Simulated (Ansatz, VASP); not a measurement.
Given: the input of a run of Ansatz 0.2.0 on BiTe.

The input input.yaml:

```yaml
crystal:
  lattice:
    - [0.0, 3.1689610617, 3.1689610617]
    - [3.1689610617, 0.0, 3.1689610617]
    - [3.1689610617, 3.1689610617, 0.0]
  atoms:
    - { symbol: Bi, position: [0.0, 0.0, 0.0] }
    - { symbol: Te, position: [0.5, 0.5, 0.5] }
kpoints:
  mp_grid: { grid: [5, 5, 5] }
scf:
  occupations: { method: gaussian, width: 0.01 }
hamiltonian:
  xc: pbesol
  pseudopotentials: { kind: all_electron, lapw: { basis_error: 0.001 } }
magnetization:
  noncollinear: true
  spin_orbit: true
output:
  forces: true
  stress: true
  eigenvalues: true
```

Potentials or basis: all-electron LAPW, relativistic spinors.

Launch:

```console
$ ansatz run input.yaml --threads 1 --pin off --max-ram 3072MiB --backend cpu --events-out ev --progress --plain --runs-dir out
```

Task: Translate it to VASP 6.6.1. Potentials there: VASP PAW PBE potentials, release 64 (Bi_d, Te).

Result: As run (the cutoff follows the program's own potentials):

File INCAR:

```
SYSTEM = BiTe
  PREC = Accurate
  ENCUT = 520
  EDIFF = 1E-6
  ISMEAR = 0
  SIGMA = 0.01
  LREAL = .FALSE.
  LASPH = .TRUE.
  NELM = 150
  ALGO = Normal
  ISIF = 2
  LWAVE = .FALSE.
  LCHARG = .FALSE.
  LNONCOLLINEAR = .TRUE.
  MAGMOM = 0 0 0 0 0 0
  LORBIT = 11
  LSORBIT = .TRUE.
  GGA_COMPAT = .FALSE.
  LORBMOM = .TRUE.
  GGA = PS
  NBANDS = 33
```

File KPOINTS:

```
regular mesh
0
G
  5 5 5
  0 0 0
```

POSCAR

```
BiTe
1.0
    0.0000000000      3.1689610617      3.1689610617
    3.1689610617      0.0000000000      3.1689610617
    3.1689610617      3.1689610617      0.0000000000
Bi Te
1 1
Direct
    0.0000000000      0.0000000000      0.0000000000
    0.5000000000      0.5000000000      0.5000000000
```

Potentials or basis: VASP PAW PBE potentials, release 64 (Bi_d, Te).

Launch:

```bash
$ cat potpaw_PBE.64/Bi_d/POTCAR potpaw_PBE.64/Te/POTCAR > POTCAR
$ mpirun -np 1 vasp_ncl > vasp.out
```

Both were run:

|  | VASP | Ansatz | Ansatz less VASP |
| --- | --- | --- | --- |
| pressure (GPa) | 3.4 | 3.4 | +0.05 |
| net moment per atom (μB) | 0.00 | 0.00 | 0.000 |

VASP's potentials were made for PBE, not for PBEsol. Ansatz ran all-electron here, and VASP with PAW potentials.

Noted on Ansatz's run: the k mesh is thin for a metal, which can move the energy by tens of meV per atom.
